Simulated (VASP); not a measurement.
# LiTaO2 (R-3m) in VASP: notebook

The runs below take LiTaO2 through single point, with r2SCAN.

Program: VASP 6.6.1. These are calculated values, not measurements. Logs are shortened: lines on timing, memory, paths and dates and some standing lists are left out, and cuts for length are marked.

### 1 The cell of the first run

Symmetry: R-3m, No. 166, trigonal system. Conventional cell: a = 2.851 Å, b = 2.851 Å, c = 16.060 Å, α = 90.00°, β = 90.00°, γ = 120.00°. Within 2.8 Å of Li (site symmetry -3m) lie 6 O at 2.08 Å. Ta (site symmetry -3m) has 6 O at 2.16 Å and 6 Ta at 2.85 Å within 2.9 Å. O (site symmetry 3m) has 3 Li at 2.08 Å and 3 Ta at 2.16 Å within 2.8 Å.

### 2 Single point, r2SCAN

POSCAR

```
LiTaO2
1.0
    1.4256571554      0.8231035425      5.3532128132
   -1.4256571554      0.8231035425      5.3532128132
    0.0000000000     -1.6462070850      5.3532128132
Li Ta O
1 1 2
Direct
    0.0000000000      0.0000000000      0.0000000000
    0.5000000000      0.5000000000      0.5000000000
    0.2537065116      0.2537065116      0.2537065116
    0.7462934884      0.7462934884      0.7462934884
```

INCAR.step1

```
  PREC = Accurate
  ENCUT = 520
  ISMEAR = 0
  SIGMA = 0.1
  LREAL = F
  LASPH = T
  NELM = 100
  NBANDS = 21
  GGA = PE
  ALGO = Normal
  EDIFF = 1E-4
  LWAVE = T
  LCHARG = F
```

INCAR.step2

```
  PREC = Accurate
  ENCUT = 520
  EDIFF = 1E-7
  ISMEAR = 0
  SIGMA = 0.1
  LREAL = F
  LASPH = T
  NELM = 100
  ALGO = Normal
  ISIF = 2
  LWAVE = F
  LCHARG = F
  METAGGA = R2SCAN
  LMIXTAU = T
  NBANDS = 21
  ISTART = 1
```

KPOINTS

```
Automatic mesh
0
Gamma
  6 6 6
```

Potentials or basis: VASP PAW PBE potentials, release 64 (Li_sv, Ta_pv, O).

Started as:

```sh
$ cat potpaw_PBE.64/Li_sv/POTCAR potpaw_PBE.64/Ta_pv/POTCAR potpaw_PBE.64/O/POTCAR > POTCAR
$ cp INCAR.step1 INCAR
$ mpirun -np 1 vasp_std > vasp.out
$ cp INCAR.step2 INCAR
$ mpirun -np 1 vasp_std > vasp.out
```

OUTCAR:

```text
PREC = Accurate
   ENCUT = 520
   EDIFF = 1E-7
   ISMEAR = 0
   LREAL = F
   LASPH = T
   NELM = 100
   ISIF = 2
   METAGGA = R2SCAN
   ISTART = 1

 ion  position               nearest neighbor table
   1  0.000  0.000  0.000-   4 2.08   4 2.08   3 2.08   3 2.08   4 2.08   3 2.08
   2  0.500  0.500  0.500-   3 2.16   3 2.16   4 2.16   4 2.16   3 2.16   4 2.16
   3  0.254  0.254  0.254-   1 2.08   1 2.08   1 2.08   2 2.16   2 2.16   2 2.16
   4  0.746  0.746  0.746-   1 2.08   1 2.08   1 2.08   2 2.16   2 2.16   2 2.16

  LATTYP: Found a trigonal (rhomboedric) cell.
 ALAT       =     5.6006147154
 COS(alpha) =     0.8704048354

  Lattice vectors:

 A1 = (   1.4256571554,   0.8231035425,   5.3532128132)
 A2 = (  -1.4256571554,   0.8231035425,   5.3532128132)
 A3 = (   0.0000000000,  -1.6462070850,   5.3532128132)

Analysis of symmetry for initial positions (statically):
=====================================================================
 Subroutine PRICEL returns:
 Original cell was already a primitive cell.

 Routine SETGRP: Setting up the symmetry group for a
 trigonal (rhombohedral) supercell.

 Subroutine GETGRP returns: Found 12 space group operations
 (whereof 12 operations were pure point group operations)
 out of a pool of 12 trial point group operations.

The static configuration has the point symmetry D_3d.

Analysis of symmetry for dynamics (positions and initial velocities):
=====================================================================
 Subroutine PRICEL returns:
 Original cell was already a primitive cell.

 Routine SETGRP: Setting up the symmetry group for a
 trigonal (rhombohedral) supercell.

 Subroutine GETGRP returns: Found 12 space group operations
 (whereof 12 operations were pure point group operations)
 out of a pool of 12 trial point group operations.

The dynamic configuration has the point symmetry D_3d.

 Subroutine INISYM returns: Found 12 space group operations
 (whereof 12 operations are pure point group operations),
 and found     1 'primitive' translations

----------------------------------------------------------------------------------------

                                     Primitive cell

  volume of cell :      37.6908

  direct lattice vectors                    reciprocal lattice vectors
     1.425657155  0.823103542  5.353212813     0.350715456  0.202485663  0.062267902
    -1.425657155  0.823103542  5.353212813    -0.350715456  0.202485663  0.062267902
     0.000000000 -1.646207085  5.353212813     0.000000000 -0.404971326  0.062267902

  length of vectors
     5.600614715  5.600614715  5.600614715     0.409730481  0.409730481  0.409730481

  position of ions in fractional coordinates (direct lattice)
     0.000000000  0.000000000  0.000000000
     0.500000000  0.500000000  0.500000000
     0.253706512  0.253706512  0.253706512
     0.746293488  0.746293488  0.746293488

  ion indices of the primitive-cell ions
   primitive index   ion index
                 1           1
                 2           2
                 3           3
                 4           4

----------------------------------------------------------------------------------------

 KPOINTS: Automatic mesh

Automatic generation of k-mesh.
 Grid dimensions read from file:
 generate k-points for:    6    6    6

 Generating k-lattice:

  Cartesian coordinates                     Fractional coordinates (reciprocal lattice)
     0.058452576  0.033747611  0.010377984     0.166666667  0.000000000  0.000000000
    -0.058452576  0.033747611  0.010377984     0.000000000  0.166666667  0.000000000
     0.000000000 -0.067495221  0.010377984     0.000000000  0.000000000  0.166666667

  Length of vectors
     0.068288413  0.068288413  0.068288413

  Shift w.r.t. Gamma in fractional coordinates (k-lattice)
     0.000000000  0.000000000  0.000000000

 Subroutine IBZKPT returns following result:
 ===========================================

 Found     32 irreducible k-points:

 Following reciprocal coordinates:
            Coordinates               Weight
  0.000000  0.000000  0.000000      1.000000
  0.166667 -0.000000  0.000000      6.000000
  0.333333 -0.000000  0.000000      6.000000
  0.500000  0.000000  0.000000      3.000000
  0.166667  0.166667  0.000000      6.000000
  0.333333  0.166667  0.000000     12.000000
[... 16 lines left out ...]
  0.500000  0.500000  0.166667      6.000000
 -0.333333  0.500000  0.166667     12.000000
 [... further k-points ...]
   k-points           NKPTS =     32   k-points in BZ     NKDIM =     32   number of bands    NBANDS=     21
   number of dos      NEDOS =    301   number of ions     NIONS =      4
   total plane-waves  NPLWV =  74088
   dimension x,y,z NGX =    42 NGY =   42 NGZ =   42
   dimension x,y,z NGXF=    84 NGYF=   84 NGZF=   84
   ions per type =               1   1   2
   NGX,Y,Z   is equivalent  to a cutoff of  12.47, 12.47, 12.47 a.u.
   NGXF,Y,Z  is equivalent  to a cutoff of  24.93, 24.93, 24.93 a.u.
 SYSTEM =  unknown system
   PREC   = accura    normal or accurate (medium, high low for compatibility)
   ISTART =      1    job   : 0-new  1-cont  2-samecut
   ICHARG =      0    charge: 1-file 2-atom 10-const
   ISPIN  =      1    spin polarized calculation?
   LNONCOLLINEAR =      F non collinear calculations
   LSORBIT =      F    spin-orbit coupling
   LASPH  =      T    aspherical Exc in radial PAW
   ENCUT  =  520.0 eV  38.22 Ry    6.18 a.u.  10.41 10.41 10.41*2*pi/ulx,y,z
   NELM   =    100;   NELMIN=  2; NELMDL=  0     # of ELM steps
   EDIFF  = 0.1E-06   stopping-criterion for ELM
   LREAL  =      F    real-space projection
   EDIFFG = 0.1E-05   stopping-criterion for IOM
   NSW    =      0    number of steps for IOM
   IBRION =     -1    ionic relax: 0-MD 1-quasi-New 2-CG
   NFREE  =      0    steps in history (QN), initial steepest desc. (CG)
   ISIF   =      2    stress and relaxation
   ISYM   =      2    0-nonsym 1-usesym 2-fastsym
   POTIM  = 0.5000    time-step for ionic-motion
   TEBEG  =    0.0;   TEEND  =   0.0 temperature during run
   PSTRESS=    0.0 pullay stress
   NELECT =      26.0000    total number of electrons
   NUPDOWN=      -1.0000    fix difference up-down
   EMIN   =  10.00;   EMAX   =-10.00  energy-range for DOS
   EFERMI =   0.00;   METHOD = LEGACY
   ISMEAR =     0;   SIGMA  =   0.10  broadening in eV -4-tet -1-fermi 0-gaus
   EFERMI_NEDOS =   21; number of points for ismear=-14 and -15
   IALGO  =     38    algorithm
   IMIX   =      4    mixing-type and parameters
     AMIX     =   0.40;   BMIX     =  1.00
     AMIX_MAG =   1.60;   BMIX_MAG =  1.00
  volume/ion in A,a.u.               =       9.42        63.59
  Fermi-wavevector in a.u.,A,eV,Ry     =   1.446508  2.733504 28.468631  2.092385
  Thomas-Fermi vector in A             =   2.564569
   LORBIT       =      0    0 simple, 1 ext, 2 COOP (PROOUT), +10 PAW based schemes
   METAGGA = R2SCAN    functional components
   LHFCALC =     F    Hartree Fock is set to
   AEXX    =    0.0000 exact exchange contribution
   IVDW    =     0    specifies the selected vdW correction
   LEPSILON=     F    determine dielectric tensor
   LRPA    =     F    only Hartree local field effects (RPA)
 non-spin polarized calculation
 Gauss-broadening in eV      SIGMA  =   0.10
  energy-cutoff  :      520.00
  volume of cell :       37.69
 maximum number of plane-waves:      1024
 NGX is ok and might be reduce to    42
   NGX = 21   NGY = 21   NGZ = 21

 number of electron      26.0000009 magnetization

 Free energy of the ion-electron system (eV)
  ---------------------------------------------------
  ext. energy  EPLUGINS =         0.00000000
  ---------------------------------------------------
  free energy    TOTEN  =       -72.28719747 eV

  energy without entropy =      -72.27834564  energy(sigma->0) =      -72.28277155

 E-fermi :   6.2442     XC(G=0): -12.7246

 val. band max:        6.2070135670   @ k =  -0.1667   0.1667   0.0000
 cond. band min:       6.2723141075   @ k =  -0.3333   0.5000   0.3333
 fundamental gap:      0.0653005405
 Fermi energy:         6.2442126696

 k-point     1 :       0.0000    0.0000    0.0000
  band No.  band energies     occupation
      1     -40.8802      2.00000
      2     -30.4995      2.00000
      3     -29.7741      2.00000
      4     -29.7741      2.00000
      5     -15.6381      2.00000
      6     -14.2879      2.00000
[... 13 lines left out ...]
     20      16.7111      0.00000
     21      18.0004      0.00000

 k-point     2 :       0.1667   -0.0000    0.0000
  band No.  band energies     occupation
      1     -40.8725      2.00000
      2     -30.4199      2.00000
      3     -30.1438      2.00000
      4     -29.8509      2.00000
      5     -15.2697      2.00000
      6     -14.3562      2.00000
[... 13 lines left out ...]
     20      16.7102      0.00000
     21      17.5014      0.00000

 k-point     3 :       0.3333   -0.0000    0.0000
  band No.  band energies     occupation
      1     -40.8568      2.00000
      2     -30.8286      2.00000
      3     -30.2536      2.00000
      4     -30.0011      2.00000
      5     -14.8220      2.00000
      6     -14.2098      2.00000
[... 13 lines left out ...]
     20      16.7151      0.00000
     21      17.4391      0.00000
[... 457 lines left out ...]
 k-point    23 :       0.5000    0.5000    0.1667
  band No.  band energies     occupation
      1     -40.8568      2.00000
      2     -30.8288      2.00000
      3     -30.2540      2.00000
      4     -30.0012      2.00000
      5     -14.7065      2.00000
      6     -14.3278      2.00000
[... 13 lines left out ...]
     20      16.7158      0.00000
     21      18.7741      0.00000

 k-point    24 :      -0.3333    0.5000    0.1667
  band No.  band energies     occupation
      1     -40.8489      2.00000
      2     -30.9766      2.00000
      3     -30.2718      2.00000
      4     -30.1694      2.00000
      5     -14.6031      2.00000
      6     -14.1114      2.00000
[... 13 lines left out ...]
     20      16.8219      0.00000
     21      18.0452      0.00000

 [... further k-points ...]

------------------------ aborting loop because EDIFF is reached ----------------------------------------

  FORCE on cell =-STRESS in cart. coord.  units (eV):
  Direction    XX          YY          ZZ          XY          YZ          ZX
  --------------------------------------------------------------------------------------
  -------------------------------------------------------------------------------------
  Total        0.2680078      0.2680078      0.2763669     -0.0000000     -0.0000000      0.0000000
  in kB       11.3925958     11.3925958     11.7479272     -0.0000000     -0.0000000      0.0000000
  external PRESSURE =      11.5110396 kB  Pullay stress =       0.0000000 kB

 VOLUME and BASIS-vectors are now :
 -----------------------------------------------------------------------------
  energy-cutoff  :      520.00
  volume of cell :       37.69
      direct lattice vectors                 reciprocal lattice vectors
     1.425657155  0.823103542  5.353212813     0.350715456  0.202485663  0.062267902
    -1.425657155  0.823103542  5.353212813    -0.350715456  0.202485663  0.062267902
     0.000000000 -1.646207085  5.353212813     0.000000000 -0.404971326  0.062267902

 POSITION                                       TOTAL-FORCE (eV/Angst)
 -----------------------------------------------------------------------------------
      0.00000      0.00000      0.00000         0.000000     -0.000000     -0.000000
      0.00000      0.00000      8.02982         0.000000     -0.000000     -0.000000
      0.00000      0.00000      4.07443         0.000000     -0.000000      0.125674
      0.00000      0.00000     11.98520         0.000000      0.000000     -0.125674
 -----------------------------------------------------------------------------------
    total drift:                                0.000000      0.000000     -0.000000

  FREE ENERGIE OF THE ION-ELECTRON SYSTEM (eV)
  ---------------------------------------------------
  free  energy   TOTEN  =       -72.2871974685 eV

  energy  without entropy=      -72.2783456366  energy(sigma->0) =      -72.28277155
```

Wall time 4.8 min (1 thread of AMD EPYC 7R13 (Zen 3), shared host); peak memory 0.27 GiB.

What came out:

```
Free energy            : -72.2872 eV
Largest force          : 0.126 eV/Å
Band gap on the k mesh : zero (band 13 reaches 7.32 eV, above the bottom of band 14 at 6.21 eV)
```

Forces on the atoms (eV/Å):
```
Li   0.000  0.000  0.000
Ta   0.000  0.000  0.000
O    0.000  0.000  0.126
O    0.000  0.000 -0.126
```

Levels at points of the mesh, in eV from the Fermi level:
```
           k point  band 10  band 11  band 12  band 13  band 14  band 15  band 16  band 17
(0.00, 0.00, 0.00)    -4.37    -3.52    -3.52    -0.90     0.90     0.90     3.63     4.83
(0.50, 0.00, 0.00)    -5.80    -4.72    -4.04    -2.02     4.77     4.90     5.00     6.13
(0.50, 0.50, 0.00)    -5.58    -5.10    -4.37    -2.40     4.82     5.07     5.91     6.01
(0.50, 0.50, 0.50)    -5.33    -3.60    -3.60    -0.20     0.95     0.95     3.92     4.76
```

Caveat: the k points lie up to 0.43 Å⁻¹ apart; the cutoff is under 1.25 times the usual one of these potentials, so pressure, stress and relaxed cells hold a basis-set (Pulay) error; the PAW data sets were made with another functional, which shifts forces and pressure a little; spin-orbit coupling is left out, which moves the levels of the heavy elements.

### 3 Single point, r2SCAN

POSCAR is that of step 2.

INCAR.step1

```
  PREC = Accurate
  ENCUT = 830
  ISMEAR = 0
  SIGMA = 0.1
  LREAL = F
  LASPH = T
  NELM = 120
  NBANDS = 22
  GGA = PE
  ALGO = Normal
  EDIFF = 1E-5
  LWAVE = T
  LCHARG = F
  GGA_COMPAT = F
```

INCAR.step2

```
  PREC = Accurate
  ENCUT = 830
  EDIFF = 1E-6
  ISMEAR = 0
  SIGMA = 0.1
  LREAL = F
  LASPH = T
  NELM = 120
  ALGO = Normal
  ISIF = 2
  LWAVE = F
  LCHARG = F
  METAGGA = R2SCAN
  LMIXTAU = T
  NBANDS = 22
  ISTART = 1
  GGA_COMPAT = F
```

KPOINTS is that of step 2.

Potentials or basis: VASP PAW PBE potentials, release 64 (Li_sv, Ta_sv_GW, O).

Started as:

```sh
$ cat potpaw_PBE.64/Li_sv/POTCAR potpaw_PBE.64/Ta_sv_GW/POTCAR potpaw_PBE.64/O/POTCAR > POTCAR
$ cp INCAR.step1 INCAR
$ mpirun -np 1 vasp_std > vasp.out
$ cp INCAR.step2 INCAR
$ mpirun -np 1 vasp_std > vasp.out
```

OUTCAR:

```text
PREC = Accurate
   ENCUT = 830
   EDIFF = 1E-6
   ISMEAR = 0
   LREAL = F
   LASPH = T
   NELM = 120
   ISIF = 2
   METAGGA = R2SCAN
   ISTART = 1

 ion  position               nearest neighbor table
   1  0.000  0.000  0.000-   4 2.08   4 2.08   3 2.08   3 2.08   4 2.08   3 2.08
   2  0.500  0.500  0.500-   3 2.16   3 2.16   4 2.16   4 2.16   3 2.16   4 2.16
   3  0.254  0.254  0.254-   1 2.08   1 2.08   1 2.08   2 2.16   2 2.16   2 2.16
   4  0.746  0.746  0.746-   1 2.08   1 2.08   1 2.08   2 2.16   2 2.16   2 2.16

[... 801 lines left out ...]
  Direction    XX          YY          ZZ          XY          YZ          ZX
  --------------------------------------------------------------------------------------
  -------------------------------------------------------------------------------------
  Total       -0.0310384     -0.0310384     -0.0109187      0.0000000     -0.0000000      0.0000000
  in kB       -1.3193960     -1.3193960     -0.4641386      0.0000000     -0.0000000      0.0000000
  external PRESSURE =      -1.0343102 kB  Pullay stress =       0.0000000 kB

 VOLUME and BASIS-vectors are now :
 -----------------------------------------------------------------------------
  energy-cutoff  :      830.00
  volume of cell :       37.69
      direct lattice vectors                 reciprocal lattice vectors
     1.425657155  0.823103542  5.353212813     0.350715456  0.202485663  0.062267902
    -1.425657155  0.823103542  5.353212813    -0.350715456  0.202485663  0.062267902
     0.000000000 -1.646207085  5.353212813     0.000000000 -0.404971326  0.062267902

 POSITION                                       TOTAL-FORCE (eV/Angst)
 -----------------------------------------------------------------------------------
      0.00000      0.00000      0.00000         0.000000      0.000000     -0.000000
      0.00000      0.00000      8.02982         0.000000      0.000000      0.000000
      0.00000      0.00000      4.07443         0.000000     -0.000000      0.023991
      0.00000      0.00000     11.98520         0.000000      0.000000     -0.023991
 -----------------------------------------------------------------------------------
    total drift:                               -0.000000     -0.000000      0.000000

  FREE ENERGIE OF THE ION-ELECTRON SYSTEM (eV)
  ---------------------------------------------------
  free  energy   TOTEN  =       -74.8942014194 eV

  energy  without entropy=      -74.8853435062  energy(sigma->0) =      -74.88977246
```

OUTCAR.step1:

```text
PREC = Accurate
   ENCUT = 830
   ISMEAR = 0
   LREAL = F
[... 830 lines left out ...]
      0.00000      0.00000      0.00000        -0.000000     -0.000000      0.000000
      0.00000      0.00000      8.02982         0.000000      0.000000      0.000000
      0.00000      0.00000      4.07443         0.000000     -0.000000      0.234711
      0.00000      0.00000     11.98520         0.000000      0.000000     -0.234711
 -----------------------------------------------------------------------------------
    total drift:                               -0.000000     -0.000000      0.000000

  FREE ENERGIE OF THE ION-ELECTRON SYSTEM (eV)
  ---------------------------------------------------
  free  energy   TOTEN  =       -34.8159856765 eV

  energy  without entropy=      -34.8068949078  energy(sigma->0) =      -34.81144029
```

OSZICAR.step1:

```text
N       E                     dE             d eps       ncg     rms          rms(c)
[... 12 lines left out ...]
DAV:  13    -0.349107526386E+02    0.81818E-01   -0.57119E-02  1504   0.157E+00    0.108E+02
DAV:  14    -0.348347402712E+02    0.76012E-01   -0.10139E-01  1738   0.221E+00    0.540E+01
DAV:  15    -0.348203010030E+02    0.14439E-01   -0.26141E-02  1874   0.119E+00    0.231E+01
DAV:  16    -0.348176619207E+02    0.26391E-02   -0.50253E-03  1886   0.511E-01    0.807E+00
DAV:  17    -0.348167866635E+02    0.87526E-03   -0.13982E-03  1892   0.251E-01    0.236E+00
DAV:  18    -0.348160342875E+02    0.75238E-03   -0.18666E-03  1658   0.235E-01    0.195E-01
DAV:  19    -0.348159800740E+02    0.54213E-04   -0.15655E-04  1840   0.874E-02    0.924E-01
DAV:  20    -0.348159856765E+02   -0.56025E-05   -0.18250E-05  1426   0.336E-02
   1 F= -.34815986E+02 E0= -.34811440E+02  d E =-.909077E-02
```

Wall time 9 min (1 thread of Intel Xeon 6975P-C (Granite Rapids), shared host); peak memory 0.51 GiB.

What came out:

```yaml
Free_energy: -74.8942 eV
Pressure: -0.1 GPa
Largest_force: 0.024 eV/Å
Band_gap_on_the_k_mesh: zero (band 14 reaches 9.71 eV, above the bottom of band 15 at 8.60 eV)
```

Forces in eV/Å, atoms in the order of the input:
```
Li   0.000  0.000  0.000
Ta   0.000  0.000  0.000
O    0.000  0.000  0.024
O    0.000  0.000 -0.024
```

Stress tensor (GPa, compression positive):
```
-0.13  0.00  0.00
 0.00 -0.13  0.00
 0.00  0.00 -0.05
```

Caveat: the k points lie up to 0.43 Å⁻¹ apart; the PAW data sets were made with another functional, which shifts forces and pressure a little; spin-orbit coupling is left out, which moves the levels of the heavy elements.
